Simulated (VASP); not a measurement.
Set up this calculation in VASP 6.6.1, as the native input.

- Task: single point
- Functional: PBE
- Potentials or basis: VASP PAW PBE potentials, release 64 (Si, Ge_d)
- Cutoff: 520 eV
- k mesh: 6 × 6 × 2
- Occupations: gaussian, width 0.1 eV
- Spin: no spin polarisation
- Dipole correction: no
- Further INCAR settings: ALGO = Normal; EDIFF = 1e-06; NBANDS = 31

The structure of SiGe3 lies in POSCAR:

```
SiGe3
1.0
    2.9559021900      0.0000000000      0.0000000000
    0.0000000000      2.9559021900      0.0000000000
    0.0000000000      0.0000000000      8.3605539500
Si Ge
1 3
Direct
    0.0000000000      0.0000000000      0.5000000000
    0.0000000000      0.0000000000      0.0000000000
    0.5000000000      0.5000000000      0.2500000000
    0.5000000000      0.5000000000      0.7500000000
```

These files were run (other wordings do the same):

INCAR

```
SYSTEM = SiGe3
ALGO = Normal ; EDIFF = 1E-6
ENCUT = 520 ; GGA = PE
ISIF = 2 ; ISMEAR = 0
LASPH = .True. ; LCHARG = .False.
LREAL = .False. ; LWAVE = .False.
NBANDS = 31 ; NELM = 100
PREC = Accurate ; SIGMA = 0.1
```

KPOINTS

```
k-points
0
Gamma
  6 6 2
  0 0 0
```

Potentials or basis: VASP PAW PBE potentials, release 64 (Si, Ge_d).

Command:

```bash
$ cat potpaw_PBE.64/Si/POTCAR potpaw_PBE.64/Ge_d/POTCAR > POTCAR
$ mpirun -np 1 vasp_std > vasp.out
```

It gave:

| Property | Result |
| --- | --- |
| Pressure | 1.3 GPa |
| Largest force | 0.528 eV/Å |
| Band gap on the k mesh | zero (band 23 reaches 11.17 eV, above the bottom of band 24 at 5.02 eV) |

Caveat: the k points lie up to 0.38 Å⁻¹ apart.

Run time: 16 s on 1 thread of Intel(R) Xeon(R) 6975P-C (Granite Rapids), on a shared host, peak memory 0.19 GiB.
